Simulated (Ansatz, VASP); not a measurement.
## One calculation of Fe, two programs

INCAR

```
  PREC = Accurate
  ENCUT = 520
  EDIFF = 1E-6
  ISMEAR = -1
  SIGMA = 0.27211386245988
  LREAL = F
  LASPH = T
  NELM = 150
  ALGO = Normal
  ISIF = 2
  LWAVE = F
  LCHARG = F
  LNONCOLLINEAR = T
  MAGMOM = 0 0 2 1.414 0 1.414
  LORBIT = 11
  LMAXMIX = 4
  GGA = PE
  NBANDS = 28
```

File KPOINTS:

```
regular mesh
0
Gamma
  2 2 2
```

POSCAR

```
Fe
1.0
    2.8660000000      0.0000000000      0.0000000000
    0.0000000000      2.8660000000      0.0000000000
    0.0000000000      0.0000000000      2.8660000000
Fe
2
Direct
   -0.0069783671      0.0000000000      0.0000000000
    0.5200000000      0.5000000000      0.5000000000
```

Input for Ansatz:

```yaml
crystal:
  atoms:
    - { position: [-0.006978367062, 0, 0], spin: 2, spin_axis: [0, 0, 1], symbol: Fe }
    - { position: [0.52, 0.5, 0.5], spin: 2, spin_axis: [0.7071067812, 0, 0.7071067812], symbol: Fe }
  lattice:
    - [2.866, 0, 0]
    - [0, 2.866, 0]
    - [0, 0, 2.866]
hamiltonian:
  dispersion: none
  pseudopotentials: { kind: paw }
  xc: pbe
kpoints:
  mp_grid: { grid: [2, 2, 2], shift: [0, 0, 0] }
magnetization:
  noncollinear: true
output:
  forces: true
  stress: false
scf:
  occupations: { method: fermi_dirac, width: "0.27211386245988 eV" }
```

Alike in both runs: task single point; functional PBE; k mesh 2 × 2 × 2; non-collinear spin.

```csv
,VASP,Ansatz
version,VASP 6.6.1,Ansatz development build ahead of 0.2.0
potentials or method,"VASP PAW PBE potentials, release 64 (Fe)","PAW (an earlier, plane waves, scalar-relativistic"
plane-wave cutoff (eV),520,844
occupations,"fermi-dirac, width 0.272114 eV",fermi-dirac
```

|  | VASP | Ansatz | Ansatz less VASP |
| --- | --- | --- | --- |
| net moment per atom (μB) | 2.16 | 2.02 | -0.135 |
| size of the moment on the site where the two differ most (μB) | 2.27 | 2.23 | -0.037 |

The net moments are unlike, so the other rows may belong to different states. Site moments also hang on the region over which each program counts them.

The k mesh is coarse, so the values compare programs but aren't converged.
